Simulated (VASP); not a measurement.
A run of VASP 6.6.1:

Contents of INCAR:

```
PREC     = Accurate       # precision mode
ENCUT    = 520            # plane-wave cutoff, eV
EDIFF    = 1E-6           # SCF threshold, eV
ISMEAR   = -1             # smearing method
SIGMA    = 0.01           # smearing width, eV
LREAL    = F              # projectors in reciprocal space
LASPH    = T              # aspherical terms in the spheres
NELM     = 100            # most SCF steps
ALGO     = Normal         # electronic algorithm
ISIF     = 2              # what is computed and relaxed
LWAVE    = F              # write WAVECAR
LCHARG   = F              # write CHGCAR
NBANDS   = 16             # bands
```

The input KPOINTS:

```
Automatic mesh
0
Gamma
  8 8 8
```

The input POSCAR:

```
YS
1.0
    0.0000000000      2.7436500000      2.7710865000
    2.7436500000      0.0000000000      2.7710865000
    2.7436500000      2.7436500000      0.0000000000
Y S
1 1
Direct
    0.5000000000      0.5000000000      0.5000000000
    0.0000000000      0.0000000000      0.0000000000
```

Potentials or basis: VASP PAW LDA potentials, release 64 (Y_sv, S).

Run with:

```sh
$ cat potpaw_LDA.64/Y_sv/POTCAR potpaw_LDA.64/S/POTCAR > POTCAR
$ mpirun -np 1 vasp_std > vasp.out
```

Hardware: 1 thread of Intel Xeon 8259CL, with other jobs on the host.

Question: Estimate the wall time of this run.

Answer: Wall time 72 s on 1 thread of Intel Xeon 8259CL (shared host), peak memory 0.19 GiB. Counts: scf iterations 13, k points 59.
